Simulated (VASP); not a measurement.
# BN (P6_3mc) in VASP: single point with PBEsol

Aim: the single point of BN with PBEsol.

Everything below comes from runs of VASP 6.6.1. Logs are shortened: lines on timing, memory, paths and dates and some standing lists are left out, and cuts for length are marked.

### Step 1. The cell of the first run

It takes space group P6_3mc (No. 186, hexagonal). The conventional cell has a = 2.777 Å, b = 2.777 Å, c = 4.444 Å, α = 90.00°, β = 90.00°, γ = 120.00°. Within 2.2 Å of B (site symmetry 3m) lie 4 N at 1.68 to 1.71 Å. N (site symmetry 3m) has 4 B at 1.68 to 1.71 Å within 2.2 Å.

### Step 2. Single point, PBEsol (Al replaced by B, lengths x 0.884, strained)

INCAR reads:

```
SYSTEM = BN
ALGO = Normal ; EDIFF = 1E-6
ENCUT = 520 ; GGA = PS
ISIF = 2 ; ISMEAR = 0
LASPH = .True. ; LCHARG = .False.
LREAL = .False. ; LWAVE = .False.
NBANDS = 16 ; NELM = 60
PREC = Accurate ; SIGMA = 0.02
```

KPOINTS reads:

```
k-points
0
Gamma
  9 9 6
  0 0 0
```

POSCAR reads:

```
BN
1.0
    2.7772922422      0.0000000000      0.0000000000
   -1.3886461211      2.4052056355      0.0000000000
    0.0000000000      0.0000000000      4.4440216072
B N
2 2
Direct
    0.3333333333      0.6666666667      0.0000000000
    0.6666666667      0.3333333333      0.5000000000
    0.3333333333      0.6666666667      0.3850000000
    0.6666666667      0.3333333333      0.8850000000
```

Potentials or basis: VASP PAW PBE potentials, release 64 (B, N).

Command:

```bash
$ cat potpaw_PBE.64/B/POTCAR potpaw_PBE.64/N/POTCAR > POTCAR
$ mpirun -np 1 vasp_std > vasp.out
```

OUTCAR:

```text
SYSTEM = BN
   EDIFF = 1E-6
   ENCUT = 520
   GGA = PS
   ISIF = 2
   ISMEAR = 0
   LASPH = .True.
   LREAL = .False.
   NELM = 60
   PREC = Accurate

 ion  position               nearest neighbor table
   1  0.333  0.667  0.000-   4 1.68   4 1.68   4 1.68   3 1.71
   2  0.667  0.333  0.500-   3 1.68   3 1.68   3 1.68   4 1.71
   3  0.333  0.667  0.385-   2 1.68   2 1.68   2 1.68   1 1.71
   4  0.667  0.333  0.885-   1 1.68   1 1.68   1 1.68   2 1.71

  LATTYP: Found a hexagonal cell.
 ALAT       =     2.7772922422
 C/A-ratio  =     1.6001274694

  Lattice vectors:

 A1 = (   2.7772922422,   0.0000000000,   0.0000000000)
 A2 = (  -1.3886461211,   2.4052056355,   0.0000000000)
 A3 = (   0.0000000000,   0.0000000000,   4.4440216072)

Analysis of symmetry for initial positions (statically):
=====================================================================
 Subroutine PRICEL returns:
 Original cell was already a primitive cell.

 Routine SETGRP: Setting up the symmetry group for a
 hexagonal supercell.

 Subroutine GETGRP returns: Found 12 space group operations
 (whereof  6 operations were pure point group operations)
 out of a pool of 24 trial point group operations.

The static configuration has the point symmetry C_3v.
 The point group associated with its full space group is C_6v.

Analysis of symmetry for dynamics (positions and initial velocities):
=====================================================================
 Subroutine PRICEL returns:
 Original cell was already a primitive cell.

 Routine SETGRP: Setting up the symmetry group for a
 hexagonal supercell.

 Subroutine GETGRP returns: Found 12 space group operations
 (whereof  6 operations were pure point group operations)
 out of a pool of 24 trial point group operations.

The dynamic configuration has the point symmetry C_3v.
 The point group associated with its full space group is C_6v.

 Subroutine INISYM returns: Found 12 space group operations
 (whereof  6 operations are pure point group operations),
 and found     1 'primitive' translations

----------------------------------------------------------------------------------------

                                     Primitive cell

  volume of cell :      29.6859

  direct lattice vectors                    reciprocal lattice vectors
     2.777292242  0.000000000  0.000000000     0.360062936  0.207882433  0.000000000
    -1.388646121  2.405205636  0.000000000     0.000000000  0.415764867  0.000000000
     0.000000000  0.000000000  4.444021607     0.000000000  0.000000000  0.225021408

  length of vectors
     2.777292242  2.777292242  4.444021607     0.415764867  0.415764867  0.225021408

  position of ions in fractional coordinates (direct lattice)
     0.333333333  0.666666667  0.000000000
     0.666666667  0.333333333  0.500000000
     0.333333333  0.666666667  0.385000000
     0.666666667  0.333333333  0.885000000

  ion indices of the primitive-cell ions
   primitive index   ion index
                 1           1
                 2           2
                 3           3
                 4           4

----------------------------------------------------------------------------------------

 KPOINTS: k-points

Automatic generation of k-mesh.
 Grid dimensions read from file:
 generate k-points for:    9    9    6

 Generating k-lattice:

  Cartesian coordinates                     Fractional coordinates (reciprocal lattice)
     0.040006993  0.023098048  0.000000000     0.111111111  0.000000000  0.000000000
     0.000000000  0.046196096  0.000000000     0.000000000  0.111111111  0.000000000
     0.000000000  0.000000000  0.037503568     0.000000000  0.000000000  0.166666667

  Length of vectors
     0.046196096  0.046196096  0.037503568

  Shift w.r.t. Gamma in fractional coordinates (k-lattice)
     0.000000000  0.000000000  0.000000000

 Subroutine IBZKPT returns following result:
 ===========================================

 Found     48 irreducible k-points:

 Following reciprocal coordinates:
            Coordinates               Weight
  0.000000  0.000000  0.000000      1.000000
  0.111111  0.000000  0.000000      6.000000
  0.222222 -0.000000  0.000000      6.000000
  0.333333  0.000000  0.000000      6.000000
  0.444444 -0.000000  0.000000      6.000000
  0.111111  0.111111  0.000000      6.000000
[... 16 lines left out ...]
  0.333333  0.222222  0.166667     24.000000
  0.333333  0.333333  0.166667      4.000000
 [... further k-points ...]
   k-points           NKPTS =     48   k-points in BZ     NKDIM =     48   number of bands    NBANDS=     16
   number of dos      NEDOS =    301   number of ions     NIONS =      4
   total plane-waves  NPLWV =  20736
   dimension x,y,z NGX =    24 NGY =   24 NGZ =   36
   dimension x,y,z NGXF=    48 NGYF=   48 NGZF=   72
   ions per type =               2   2
   NGX,Y,Z   is equivalent  to a cutoff of  14.37, 14.37, 13.47 a.u.
   NGXF,Y,Z  is equivalent  to a cutoff of  28.73, 28.73, 26.93 a.u.
 SYSTEM =  BN
   PREC   = accura    normal or accurate (medium, high low for compatibility)
   ISTART =      0    job   : 0-new  1-cont  2-samecut
   ICHARG =      2    charge: 1-file 2-atom 10-const
   ISPIN  =      1    spin polarized calculation?
   LNONCOLLINEAR =      F non collinear calculations
   LSORBIT =      F    spin-orbit coupling
   LASPH  =      T    aspherical Exc in radial PAW
   ENCUT  =  520.0 eV  38.22 Ry    6.18 a.u.   5.16  5.16  8.26*2*pi/ulx,y,z
   NELM   =     60;   NELMIN=  2; NELMDL= -5     # of ELM steps
   EDIFF  = 0.1E-05   stopping-criterion for ELM
   LREAL  =      F    real-space projection
   EDIFFG = 0.1E-04   stopping-criterion for IOM
   NSW    =      0    number of steps for IOM
   IBRION =     -1    ionic relax: 0-MD 1-quasi-New 2-CG
   NFREE  =      0    steps in history (QN), initial steepest desc. (CG)
   ISIF   =      2    stress and relaxation
   ISYM   =      2    0-nonsym 1-usesym 2-fastsym
   POTIM  = 0.5000    time-step for ionic-motion
   TEBEG  =    0.0;   TEEND  =   0.0 temperature during run
   PSTRESS=    0.0 pullay stress
   NELECT =      16.0000    total number of electrons
   NUPDOWN=      -1.0000    fix difference up-down
   EMIN   =  10.00;   EMAX   =-10.00  energy-range for DOS
   EFERMI =   0.00;   METHOD = LEGACY
   ISMEAR =     0;   SIGMA  =   0.02  broadening in eV -4-tet -1-fermi 0-gaus
   EFERMI_NEDOS =   21; number of points for ismear=-14 and -15
   IALGO  =     38    algorithm
   IMIX   =      4    mixing-type and parameters
     AMIX     =   0.40;   BMIX     =  1.00
     AMIX_MAG =   1.60;   BMIX_MAG =  1.00
  volume/ion in A,a.u.               =       7.42        50.08
  Fermi-wavevector in a.u.,A,eV,Ry     =   1.332288  2.517660 24.150229  1.774992
  Thomas-Fermi vector in A             =   2.461234
   LORBIT       =      0    0 simple, 1 ext, 2 COOP (PROOUT), +10 PAW based schemes
   GGA     = PS    functional components
   LHFCALC =     F    Hartree Fock is set to
   AEXX    =    0.0000 exact exchange contribution
   IVDW    =     0    specifies the selected vdW correction
   LEPSILON=     F    determine dielectric tensor
   LRPA    =     F    only Hartree local field effects (RPA)
 non-spin polarized calculation
 Gauss-broadening in eV      SIGMA  =   0.02
  energy-cutoff  :      520.00
  volume of cell :       29.69
 maximum number of plane-waves:       811
 NGX is ok and might be reduce to    24
   NGX = 11   NGY = 11   NGZ = 17

 number of electron      16.0000001 magnetization

 Free energy of the ion-electron system (eV)
  ---------------------------------------------------
  ext. energy  EPLUGINS =         0.00000000
  ---------------------------------------------------
  free energy    TOTEN  =       -35.22090127 eV

  energy without entropy =      -35.22090127  energy(sigma->0) =      -35.22090127

 E-fermi :   5.2450     XC(G=0): -11.9227

 val. band max:        5.1289918150   @ k =   0.0000   0.0000   0.0000
 cond. band min:      10.3285440283   @ k =   0.4444  -0.0000   0.0000
 fundamental gap:      5.1995522134
 Fermi energy:         5.2449977637

 k-point     1 :       0.0000    0.0000    0.0000
  band No.  band energies     occupation
      1     -13.0973      2.00000
      2      -9.6546      2.00000
      3      -3.9282      2.00000
      4       2.9348      2.00000
      5       2.9348      2.00000
      6       4.7345      2.00000
[... 8 lines left out ...]
     15      14.9936      0.00000
     16      18.4318      0.00000

 k-point     2 :       0.1111    0.0000    0.0000
  band No.  band energies     occupation
      1     -12.8820      2.00000
      2      -9.5067      2.00000
      3      -3.7087      2.00000
      4       1.9290      2.00000
      5       2.5692      2.00000
      6       3.8552      2.00000
[... 8 lines left out ...]
     15      15.5783      0.00000
     16      18.1737      0.00000

 k-point     3 :       0.2222   -0.0000    0.0000
  band No.  band energies     occupation
      1     -12.2542      2.00000
      2      -9.1179      2.00000
      3      -3.0726      2.00000
      4      -0.1185      2.00000
      5       1.8124      2.00000
      6       1.9972      2.00000
[... 8 lines left out ...]
     15      16.9800      0.00000
     16      17.5981      0.00000

 k-point     4 :       0.3333    0.0000    0.0000
  band No.  band energies     occupation
      1     -11.2887      2.00000
      2      -8.7154      2.00000
      3      -2.2524      2.00000
      4      -1.8675      2.00000
      5       0.0716      2.00000
      6       1.1248      2.00000
[... 8 lines left out ...]
     15      17.6831      0.00000
     16      18.5130      0.00000
[... 324 lines left out ...]
 k-point    22 :       0.2222    0.2222    0.1667
  band No.  band energies     occupation
      1     -10.6377      2.00000
      2      -8.7551      2.00000
      3      -2.3285      2.00000
      4      -1.3249      2.00000
      5      -0.4003      2.00000
      6       0.1053      2.00000
[... 8 lines left out ...]
     15      17.4291      0.00000
     16      18.6488      0.00000

 k-point    23 :       0.3333    0.2222    0.1667
  band No.  band energies     occupation
      1      -9.6980      2.00000
      2      -8.7390      2.00000
      3      -2.7145      2.00000
      4      -1.8684      2.00000
      5      -1.0378      2.00000
      6       0.4340      2.00000
[... 8 lines left out ...]
     15      18.0438      0.00000
     16      18.3873      0.00000

 k-point    24 :       0.3333    0.3333    0.1667
  band No.  band energies     occupation
      1      -9.0366      2.00000
      2      -9.0366      2.00000
      3      -2.3771      2.00000
      4      -1.8790      2.00000
      5      -1.8790      2.00000
      6       0.3306      2.00000
[... 8 lines left out ...]
     15      17.6593      0.00000
     16      17.6593      0.00000

 [... further k-points ...]

------------------------ aborting loop because EDIFF is reached ----------------------------------------

  FORCE on cell =-STRESS in cart. coord.  units (eV):
  Direction    XX          YY          ZZ          XY          YZ          ZX
  --------------------------------------------------------------------------------------
  -------------------------------------------------------------------------------------
  Total      -12.0695892    -12.0695892     -8.0121402      0.0000000      0.0000000      0.0000000
  in kB     -651.4080401   -651.4080401   -432.4233810      0.0000000      0.0000000      0.0000000
  external PRESSURE =    -578.4131537 kB  Pullay stress =       0.0000000 kB

 VOLUME and BASIS-vectors are now :
 -----------------------------------------------------------------------------
  energy-cutoff  :      520.00
  volume of cell :       29.69
      direct lattice vectors                 reciprocal lattice vectors
     2.777292242  0.000000000  0.000000000     0.360062936  0.207882433  0.000000000
    -1.388646121  2.405205636  0.000000000     0.000000000  0.415764867  0.000000000
     0.000000000  0.000000000  4.444021607     0.000000000  0.000000000  0.225021408

 POSITION                                       TOTAL-FORCE (eV/Angst)
 -----------------------------------------------------------------------------------
     -0.00000      1.60347      0.00000        -0.000000      0.000000      0.718930
      1.38865      0.80174      2.22201        -0.000000     -0.000000      0.718930
     -0.00000      1.60347      1.71095         0.000000     -0.000000     -0.718930
      1.38865      0.80174      3.93296        -0.000000      0.000000     -0.718930
 -----------------------------------------------------------------------------------
    total drift:                               -0.000000      0.000000      0.000385

  FREE ENERGIE OF THE ION-ELECTRON SYSTEM (eV)
  ---------------------------------------------------
  free  energy   TOTEN  =       -35.2209012671 eV

  energy  without entropy=      -35.2209012671  energy(sigma->0) =      -35.22090127
```

Wall time 21 s (1 thread of Intel Xeon 8259CL, shared host); peak memory 0.16 GiB.

What came out:

```
Free energy            : -35.2209 eV
Pressure               : -57.8 GPa
Largest force          : 0.719 eV/Å
Band gap on the k mesh : 5.20 eV (least direct gap 6.07 eV)
```

Forces on the atoms (eV/Å):
```
B    0.000  0.000  0.719
B    0.000  0.000  0.719
N    0.000  0.000 -0.719
N    0.000  0.000 -0.719
```

Stress tensor (GPa, compression positive):
```
-65.14   0.00   0.00
  0.00 -65.14   0.00
  0.00   0.00 -43.24
```

Caveat: the cell differs from its parent crystal (Al replaced by B, lengths x 0.884, strained); the cell stands under tension; the PAW data sets were made with another functional, which shifts forces and pressure a little; an odd mesh through Γ misses points on the zone boundary, where band edges can lie.
